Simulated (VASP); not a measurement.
Crystal: Ru.

```
Ru
1.0
     2.70580    0.00000    0.00000
    -1.35290    2.34329    0.00000
     0.00000    0.00000    4.28190
Ru
2
Direct
  0.66667 0.33333 0.75000
  0.33333 0.66667 0.25000
```

| Item | Value |
| --- | --- |
| Program | VASP 6.6.1 |
| Task | relaxation of cell and atoms |
| Functional | LDA |
| Potentials or basis | VASP PAW LDA potentials, release 64 (Ru_pv) |
| Cutoff | 600 eV |
| k mesh | 11 × 11 × 6 |
| Occupations | fermi-dirac, width 0.05 eV |
| Spin | no spin polarisation |

At the start: pressure -11.4 GPa; volume 13.57 Å³/atom.

Question: How do energy, volume and symmetry change on relaxing?

Answer: Over 7 steps the energy falls by 16.7 meV/atom and the volume is 13.13 Å³/atom (-3.3 %); space group P6_3/mmc (No. 194, to 0.1 Å) before and after.

Step by step:
| step | energy change (eV) | largest force (eV/Å) | pressure (GPa) | volume (Å³) |
| --- | --- | --- | --- | --- |
| 1 | 0.0000 | 0.0000 | -11.44 | 27.15 |
| 2 | 0.3705 | 0.0000 | 52.54 | 23.51 |
| 3 | -0.0332 | 0.0000 | -0.58 | 26.29 |
| 4 | -0.0333 | 0.0000 | -0.08 | 26.25 |
| 5 | -0.0333 | 0.0000 | 0.16 | 26.24 |
| 6 | -0.0333 | 0.0000 | -0.44 | 26.28 |
| 7 | -0.0333 | 0.0000 | -0.05 | 26.25 |

Final structure:
```
Ru
1.0
     2.67593    0.00000    0.00000
    -1.33796    2.31742    0.00000
     0.00000    0.00000    4.23346
Ru
2
Cartesian
  1.3380 0.7725 3.1751
  0.0000 1.5449 1.0584
```
